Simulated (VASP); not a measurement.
# GdO3H3 (Gd(OH)3) in VASP: notebook

Runs on GdO3H3 (Gd(OH)3). Level: PBE+U. Tasks: single point.

Program: VASP 6.6.1. These are calculated values, not measurements. Logs are shortened: lines on timing, memory, paths and dates and some standing lists are left out, and cuts for length are marked.

**1. The cell of the first run**

The cell holds a molecule in a box, 7 atoms: a = 13.540 Å, b = 14.240 Å, c = 9.140 Å, α = 90.00°, β = 90.00°, γ = 90.00°.

**2. Single point, PBE+U, collinear spin, ferromagnetic start**

INCAR reads:

```
  ALGO = Normal
  EDIFF = 1E-6
  ENCUT = 520
  GGA = PE
  ISIF = 2
  ISMEAR = 0
  ISPIN = 2
  LASPH = T
  LCHARG = T
  LDAU = T
  LDAUJ = 0 0 0
  LDAUL = 3 -1 -1
  LDAUPRINT = 1
  LDAUTYPE = 2
  LDAUU = 5 0 0
  LELF = T
  LMAXMIX = 6
  LORBIT = 11
  LREAL = F
  LVHAR = T
  LWAVE = F
  MAGMOM = 7 0 0 0 0 0 0
  NBANDS = 32
  NELM = 150
  PREC = Accurate
  SIGMA = 0.01
```

KPOINTS reads:

```
k-points
0
Gamma
  1 1 1
```

POSCAR reads:

```
GdH3O3
1.0
   13.5400000000      0.0000000000      0.0000000000
    0.0000000000     14.2400000000      0.0000000000
    0.0000000000      0.0000000000      9.1400000000
Gd O H
1 3 3
Direct
    0.4440007400      0.4998918500      0.4923413600
    0.5968663200      0.4998918500      0.5007505500
    0.3675679500      0.6257689600      0.5007505500
    0.3675679500      0.3740140400      0.5007505500
    0.6673042800      0.4998918500      0.5076488000
    0.3323486000      0.6837724700      0.5076488000
    0.3323486000      0.3160112400      0.5076488000
```

Potentials or basis: VASP PAW PBE potentials, release 64 (Gd, O, H).

Command:

```bash
> cat potpaw_PBE.64/Gd/POTCAR potpaw_PBE.64/O/POTCAR potpaw_PBE.64/H/POTCAR > POTCAR
> mpirun -np 1 vasp_gam > vasp.out
```

OUTCAR:

```text
EDIFF = 1E-6
   ENCUT = 520
   GGA = PE
   ISIF = 2
   ISMEAR = 0
   ISPIN = 2
   LASPH = T
   LORBIT = 11
   LREAL = F
   NELM = 150
   PREC = Accurate

 ion  position               nearest neighbor table
   1  0.444  0.500  0.492-   3 2.07   2 2.07   4 2.07
   2  0.597  0.500  0.501-   5 0.96   1 2.07
   3  0.368  0.626  0.501-   6 0.96   1 2.07
   4  0.368  0.374  0.501-   7 0.96   1 2.07
   5  0.667  0.500  0.508-   2 0.96
   6  0.332  0.684  0.508-   3 0.96
   7  0.332  0.316  0.508-   4 0.96

  LATTYP: Found a simple orthorhombic cell.
 ALAT       =     9.1400000000
 B/A-ratio  =     1.4814004376
 C/A-ratio  =     1.5579868709

  Lattice vectors:

 A1 = (   0.0000000000,   0.0000000000,   9.1400000000)
 A2 = (  13.5400000000,   0.0000000000,   0.0000000000)
 A3 = (   0.0000000000,  14.2400000000,   0.0000000000)

Analysis of symmetry for initial positions (statically):
=====================================================================
 Subroutine PRICEL returns:
 Original cell was already a primitive cell.

 Routine SETGRP: Setting up the symmetry group for a
 simple orthorhombic supercell.

 Subroutine GETGRP returns: Found  2 space group operations
 (whereof  1 operations were pure point group operations)
 out of a pool of  8 trial point group operations.

The static configuration has the point symmetry C_1 .
 The point group associated with its full space group is C_1h.

Analysis of symmetry for dynamics (positions and initial velocities):
=====================================================================
 Subroutine PRICEL returns:
 Original cell was already a primitive cell.

 Routine SETGRP: Setting up the symmetry group for a
 simple orthorhombic supercell.

 Subroutine GETGRP returns: Found  2 space group operations
 (whereof  1 operations were pure point group operations)
 out of a pool of  8 trial point group operations.

The dynamic configuration has the point symmetry C_1 .
 The point group associated with its full space group is C_1h.

Analysis of structural, dynamic, and magnetic symmetry:
=====================================================================
 Subroutine PRICEL returns:
 Original cell was already a primitive cell.

 Routine SETGRP: Setting up the symmetry group for a
 simple orthorhombic supercell.

 Subroutine GETGRP returns: Found  2 space group operations
 (whereof  1 operations were pure point group operations)
 out of a pool of  8 trial point group operations.

The overall configuration has the point symmetry C_1 .
 The point group associated with its full space group is C_1h.

 Subroutine INISYM returns: Found  2 space group operations
 (whereof  1 operations are pure point group operations),
 and found     1 'primitive' translations

----------------------------------------------------------------------------------------

[... 142 lines left out ...]
  0.0000  0.0000  0.0000 -0.0000  0.0001  0.0064  0.0000
  0.0000  0.0000  0.0000 -0.0012 -0.0000  0.0000  0.0184

 occupancies and eigenvectors

  o =  0.0063  v =  0.0000  0.0000  0.0000  0.0000  0.0000  0.0000  0.0000 -0.0000  0.9989  0.0470  0.0000  0.0000  0.0000  0.0000      0.0000  0.0000  0.0000  0.0000  0.0000  0.0000  0.0000  0.0000  0.0000  0.0000  0.0000  0.0000  0.0000  0.0000
  o =  0.0064  v =  0.0000  0.0000  0.0000  0.0000  0.0000  0.0000  0.0000  0.0000  0.0000  0.0000 -0.0018  0.0471 -0.9989 -0.0002      0.0000  0.0000  0.0000  0.0000  0.0000  0.0000  0.0000  0.0000  0.0000  0.0000  0.0000  0.0000  0.0000  0.0000
  o =  0.0090  v =  0.0000  0.0000  0.0000  0.0000  0.0000  0.0000  0.0000 -0.0004  0.0470 -0.9989  0.0000  0.0000  0.0000  0.0000      0.0000  0.0000  0.0000  0.0000  0.0000  0.0000  0.0000  0.0000  0.0000  0.0000  0.0000  0.0000  0.0000  0.0000
  o =  0.0090  v =  0.0000  0.0000  0.0000  0.0000  0.0000  0.0000  0.0000  0.0000  0.0000  0.0000 -0.0014 -0.9989 -0.0471 -0.0005      0.0000  0.0000  0.0000  0.0000  0.0000  0.0000  0.0000  0.0000  0.0000  0.0000  0.0000  0.0000  0.0000  0.0000
  o =  0.0096  v =  0.0000  0.0000  0.0000  0.0000  0.0000  0.0000  0.0000  0.0000  0.0000  0.0000  0.9914 -0.0014 -0.0018  0.1310      0.0000  0.0000  0.0000  0.0000  0.0000  0.0000  0.0000  0.0000  0.0000  0.0000  0.0000  0.0000  0.0000  0.0000
  o =  0.0186  v =  0.0000  0.0000  0.0000  0.0000  0.0000  0.0000  0.0000  0.0000  0.0000  0.0000 -0.1310 -0.0003  0.0001  0.9914      0.0000  0.0000  0.0000  0.0000  0.0000  0.0000  0.0000  0.0000  0.0000  0.0000  0.0000  0.0000  0.0000  0.0000
  o =  0.0230  v =  0.0000  0.0000  0.0000  0.0000  0.0000  0.0000  0.0000 -1.0000 -0.0000  0.0004  0.0000  0.0000  0.0000  0.0000      0.0000  0.0000  0.0000  0.0000  0.0000  0.0000  0.0000  0.0000  0.0000  0.0000  0.0000  0.0000  0.0000  0.0000
  o =  0.9923  v =  0.0000  0.0000  0.0000  0.0001  0.0404  0.9992  0.0000  0.0000  0.0000  0.0000  0.0000  0.0000  0.0000  0.0000      0.0000  0.0000  0.0000  0.0000  0.0000  0.0000  0.0000  0.0000  0.0000  0.0000  0.0000  0.0000  0.0000  0.0000
  o =  0.9923  v = -0.0000 -0.9992  0.0404  0.0000  0.0000  0.0000  0.0000  0.0000  0.0000  0.0000  0.0000  0.0000  0.0000  0.0000      0.0000  0.0000  0.0000  0.0000  0.0000  0.0000  0.0000  0.0000  0.0000  0.0000  0.0000  0.0000  0.0000  0.0000
  o =  0.9930  v =  0.0000  0.0000  0.0000  0.9970 -0.0001 -0.0001  0.0778  0.0000  0.0000  0.0000  0.0000  0.0000  0.0000  0.0000      0.0000  0.0000  0.0000  0.0000  0.0000  0.0000  0.0000  0.0000  0.0000  0.0000  0.0000  0.0000  0.0000  0.0000
  o =  0.9938  v =  0.0003  0.0404  0.9992  0.0000  0.0000  0.0000  0.0000  0.0000  0.0000  0.0000  0.0000  0.0000  0.0000  0.0000      0.0000  0.0000  0.0000  0.0000  0.0000  0.0000  0.0000  0.0000  0.0000  0.0000  0.0000  0.0000  0.0000  0.0000
  o =  0.9938  v =  0.0000  0.0000  0.0000  0.0001  0.9992 -0.0404 -0.0000  0.0000  0.0000  0.0000  0.0000  0.0000  0.0000  0.0000      0.0000  0.0000  0.0000  0.0000  0.0000  0.0000  0.0000  0.0000  0.0000  0.0000  0.0000  0.0000  0.0000  0.0000
  o =  0.9985  v = -1.0000  0.0000  0.0003  0.0000  0.0000  0.0000  0.0000  0.0000  0.0000  0.0000  0.0000  0.0000  0.0000  0.0000      0.0000  0.0000  0.0000  0.0000  0.0000  0.0000  0.0000  0.0000  0.0000  0.0000  0.0000  0.0000  0.0000  0.0000
  o =  0.9992  v =  0.0000  0.0000  0.0000 -0.0778  0.0000 -0.0000  0.9970  0.0000  0.0000  0.0000  0.0000  0.0000  0.0000  0.0000      0.0000  0.0000  0.0000  0.0000  0.0000  0.0000  0.0000  0.0000  0.0000  0.0000  0.0000  0.0000  0.0000  0.0000

 number of electron      38.9999998 magnetization       6.9999998

 Free energy of the ion-electron system (eV)
  ---------------------------------------------------
  ext. energy  EPLUGINS =         0.00000000
  ---------------------------------------------------
  free energy    TOTEN  =       -46.55200041 eV

  energy without entropy =      -46.55200041  energy(sigma->0) =      -46.55200041

 E-fermi :  -5.9264     XC(G=0):  -0.8996

 val. band max:       -6.0106474007   @ k =   0.0000   0.0000   0.0000
 cond. band min:      -2.2160428014   @ k =   0.0000   0.0000   0.0000
 fundamental gap:      3.7946045993
 Fermi energy:        -5.9264450733

 spin component 1

 k-point     1 :       0.0000    0.0000    0.0000
  band No.  band energies     occupation
      1     -48.7625      1.00000
      2     -26.6847      1.00000
      3     -26.6838      1.00000
      4     -26.3690      1.00000
      5     -22.7785      1.00000
      6     -22.1462      1.00000
[... 23 lines left out ...]
     30       0.5977      0.00000
     31       0.6249      0.00000
 Fermi energy:        -5.9264450733

 spin component 2

 k-point     1 :       0.0000    0.0000    0.0000
  band No.  band energies     occupation
      1     -45.6479      1.00000
      2     -25.0445      1.00000
      3     -25.0428      1.00000
      4     -24.2385      1.00000
      5     -22.7579      1.00000
      6     -21.6530      1.00000
[... 23 lines left out ...]
     30       0.7124      0.00000
     31       0.7558      0.00000
 [bands above 31 left out]

------------------------ aborting loop because EDIFF is reached ----------------------------------------

  FORCE on cell =-STRESS in cart. coord.  units (eV):
  Direction    XX          YY          ZZ          XY          YZ          ZX
  --------------------------------------------------------------------------------------
  -------------------------------------------------------------------------------------
  Total        1.0452803      1.0583671     -0.1070213      0.0000000      0.0000000     -0.0003171
  in kB        0.9503170      0.9622148     -0.0972985      0.0000000      0.0000000     -0.0002883
  external PRESSURE =       0.6050778 kB  Pullay stress =       0.0000000 kB

 VOLUME and BASIS-vectors are now :
 -----------------------------------------------------------------------------
  energy-cutoff  :      520.00
  volume of cell :     1762.28
      direct lattice vectors                 reciprocal lattice vectors
    13.540000000  0.000000000  0.000000000     0.073855244  0.000000000  0.000000000
     0.000000000 14.240000000  0.000000000     0.000000000  0.070224719  0.000000000
     0.000000000  0.000000000  9.140000000     0.000000000  0.000000000  0.109409190

 POSITION                                       TOTAL-FORCE (eV/Angst)
 -----------------------------------------------------------------------------------
      6.01177      7.11846      4.50000         0.006669      0.000000     -0.038919
      8.08157      7.11846      4.57686        -0.316707      0.000000     -0.019722
      4.97687      8.91095      4.57686         0.152816     -0.267542     -0.019499
      4.97687      5.32596      4.57686         0.152816      0.267542     -0.019499
      9.03530      7.11846      4.63991         0.478236      0.000000      0.032592
      4.50000      9.73692      4.63991        -0.236915      0.412768      0.032524
      4.50000      4.50000      4.63991        -0.236915     -0.412768      0.032524
 -----------------------------------------------------------------------------------
    total drift:                               -0.002931      0.011373     -0.001073

  FREE ENERGIE OF THE ION-ELECTRON SYSTEM (eV)
  ---------------------------------------------------
  free  energy   TOTEN  =       -46.5520004053 eV

  energy  without entropy=      -46.5520004053  energy(sigma->0) =      -46.55200041

 total charge

# of ion       s       p       d       f       tot
--------------------------------------------------
    1        2.013   5.662   0.535   7.035  15.245
    2        1.556   3.573   0.000   0.000   5.129
    3        1.556   3.573   0.000   0.000   5.129
    4        1.556   3.573   0.000   0.000   5.129
    5        0.635   0.134   0.000   0.000   0.769
    6        0.635   0.134   0.000   0.000   0.769
    7        0.635   0.134   0.000   0.000   0.769
--------------------------------------------------
tot          8.587  16.781   0.535   7.035  32.939

 magnetization (x)

# of ion       s       p       d       f       tot
--------------------------------------------------
    1       -0.010  -0.086   0.043   6.877   6.825
    2       -0.003  -0.011   0.000   0.000  -0.014
    3       -0.003  -0.011   0.000   0.000  -0.014
    4       -0.003  -0.011   0.000   0.000  -0.014
    5       -0.001  -0.000   0.000   0.000  -0.001
    6       -0.001  -0.000   0.000   0.000  -0.001
    7       -0.001  -0.000   0.000   0.000  -0.001
--------------------------------------------------
tot         -0.020  -0.120   0.043   6.877   6.780
```

Run time: 11 min. Hardware: 1 thread of Intel Xeon 6975P-C (Granite Rapids), shared host; peak memory 2 GiB.

What came out:

```yaml
Free_energy: -46.5520 eV
Largest_force: 0.479 eV/Å
Gap_between_the_frontier_levels: 3.79 eV
Net_moment: 7.00 μB per cell
Site_moments: Gd +6.83; O -0.01; H -0.00 μB
Valence_electrons_inside_the_program's_atomic_spheres: Gd 15.24; O 5.13; H 0.77
```

Forces in eV/Å, atoms in the order of the input:
```
Gd   0.007  0.000 -0.039
O   -0.317  0.000 -0.020
O    0.153 -0.268 -0.019
O    0.153  0.268 -0.019
H    0.478  0.000  0.033
H   -0.237  0.413  0.033
H   -0.237 -0.413  0.033
```

Eigenvalues of the final occupation matrices:
```csv
site,spin,trace,eigenvalues
site 1 f,1,6.96,0.99 0.99 0.99 0.99 0.99 1.00 1.00
site 1 f,2,0.08,0.01 0.01 0.01 0.01 0.01 0.02 0.02
```

Caveat: spin-orbit coupling is left out, which moves the levels of the heavy elements.

**3. Single point, PBE+U, non-collinear spin, typed start, spin-orbit coupling**

INCAR reads:

```
SYSTEM = GdH3O3
  ALGO = Normal
  EDIFF = 1E-6
  ENCUT = 520
  GGA = PE
  GGA_COMPAT = .FALSE.
  ISIF = 2
  ISMEAR = 0
  LASPH = .TRUE.
  LCHARG = .FALSE.
  LDAU = .TRUE.
  LDAUJ = 0 0 0
  LDAUL = 3 -1 -1
  LDAUPRINT = 1
  LDAUTYPE = 2
  LDAUU = 5 0 0
  LMAXMIX = 6
  LNONCOLLINEAR = .TRUE.
  LORBIT = 11
  LORBMOM = .TRUE.
  LREAL = .FALSE.
  LSORBIT = .TRUE.
  LWAVE = .FALSE.
  MAGMOM = 0 0 7 0 0 0 0 0 0 0 0 0 0 0 0 0 0 0 0 0 0
  NBANDS = 56
  NELM = 150
  PREC = Accurate
  SIGMA = 0.01
```

KPOINTS reads:

```
k-points
0
G
  1 1 1
  0 0 0
```

POSCAR is that of step 2.

Potentials or basis: VASP PAW PBE potentials, release 64 (Gd, O, H).

Command:

```bash
> cat potpaw_PBE.64/Gd/POTCAR potpaw_PBE.64/O/POTCAR potpaw_PBE.64/H/POTCAR > POTCAR
> mpirun -np 1 vasp_ncl > vasp.out
```

It took 29 min on 1 thread of Intel Xeon 6975P-C (Granite Rapids), shared host; peak memory 4.7 GiB.

Results (log left out):

| Property | Result |
| --- | --- |
| Free energy | -47.1652 eV |
| Largest force | 0.480 eV/Å |
| Net moment | 6.96 μB per cell |
| Valence electrons inside the program's atomic spheres | Gd 15.27; O 5.13; H 0.77 |

Forces in eV/Å, atoms in the order of the input:
```
Gd   0.007  0.000 -0.038
O   -0.328  0.000 -0.020
O    0.158 -0.277 -0.020
O    0.158  0.278 -0.020
H    0.479  0.000  0.033
H   -0.238  0.414  0.033
H   -0.238 -0.414  0.033
```

Moments on the atoms (μB; x, y, z):
```
Gd   0.00  0.00  6.79
O    0.00  0.00 -0.01
O    0.00  0.00 -0.01
O    0.00  0.00 -0.01
H    0.00  0.00  0.00
H    0.00  0.00  0.00
H    0.00  0.00  0.00
```
